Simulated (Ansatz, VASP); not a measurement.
# Ba3Ti3O11 in VASP and in Ansatz

```xyz
17
Lattice="4.0598 0.0000 0.0000 0.0430 5.7564 0.0000 0.0000 0.0000 23.6500" Properties=species:S:1:pos:R:3 pbc="T T T"
O     2.0885    1.5365    7.5000
O     2.1100    4.4147    7.5608
O     0.0907    0.0668    8.9620
O     2.1100    4.4147   10.3631
O     2.0885    1.5365   10.4239
O     0.1123    2.9450   11.8250
O     2.0885    1.5365   13.2261
O     2.1100    4.4147   13.2870
O     0.0907    0.0668   14.6881
O     2.1100    4.4147   16.0892
O     2.0885    1.5365   16.1500
Ba    4.0610    2.8497    8.9620
Ba    4.0825    5.7279   11.8250
Ba    4.0610    2.8497   14.6881
Ti    1.9942    5.6460    8.9620
Ti    1.9727    2.7678   11.8250
Ti    1.9942    5.6460   14.6881
```

Alike in both runs: task single point; functional PBE; k mesh 7 × 5 × 1; occupations gaussian, width 0.05 eV; no spin polarisation.

|  | VASP | Ansatz |
| --- | --- | --- |
| version | VASP 6.6.1 | Ansatz 0.2.0 |
| potentials or method | VASP PAW PBE potentials, release 64 (O, Ba_sv, Ti_sv), cutoff 520 eV | scalar-relativistic, plane waves, PAW |
| valence electrons in the cell | 132 | 132 |

Ansatz gave:

```
gap on the k mesh at the Fermi level (eV) : none
rms of the force components (eV/Å)        : 0.793
```

Problem. What did VASP give for the same quantities?

Solution. gap on the k mesh at the Fermi level (eV): none; rms of the force components (eV/Å): 0.800.

A gap of «none» marks a metal or a gap that the smearing closes. With one functional, cell and mesh, what is left measures potentials, basis and numerics. Ansatz's warnings: xc potential rough in thin density.

Spin-orbit coupling is off throughout.
